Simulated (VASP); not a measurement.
Input of a VASP 6.6.1 run:

File POSCAR:

```
C
1.0
    0.0000000000      1.7834200000      1.7834200000
    1.7834200000      0.0000000000      1.7834200000
    1.7834200000      1.7834200000      0.0000000000
C
2
Direct
    0.5000000000      0.5000000000      0.5000000000
    0.7500000000      0.7500000000      0.7500000000
```

Contents of INCAR.step1:

```
SYSTEM = C
PREC = Accurate
ENCUT = 660
ISMEAR = -1
SIGMA = 0.05
LREAL = .FALSE.
LASPH = .TRUE.
NELM = 120
NBANDS = 11
GGA = PE
ALGO = Normal
EDIFF = 1E-5
LWAVE = .TRUE.
LCHARG = .FALSE.
GGA_COMPAT = .FALSE.
```

The input INCAR.step2:

```
SYSTEM = C
PREC = Accurate
ENCUT = 660
EDIFF = 1E-6
ISMEAR = -1
SIGMA = 0.05
LREAL = .FALSE.
LASPH = .TRUE.
NELM = 120
ALGO = Normal
ISIF = 2
LWAVE = .FALSE.
LCHARG = .FALSE.
METAGGA = R2SCAN
LMIXTAU = .TRUE.
NBANDS = 11
ISTART = 1
GGA_COMPAT = .FALSE.
```

KPOINTS

```
regular mesh
0
G
  12 12 12
  0 0 0
```

Potentials or basis: VASP PAW PBE potentials, release 64 (C).

Command:

```console
$ cat potpaw_PBE.64/C/POTCAR > POTCAR
$ cp INCAR.step1 INCAR
$ mpirun -np 1 vasp_std > vasp.out
$ cp INCAR.step2 INCAR
$ mpirun -np 1 vasp_std > vasp.out
```

(1) Estimate the band gap on the k mesh.

(2) What does it give for the pressure?

Results:

(1) 4.34 eV, indirect (least direct gap 5.84 eV).

(2) -2.3 GPa.

Caveat: the PAW data sets were made with another functional, which shifts forces and pressure a little.
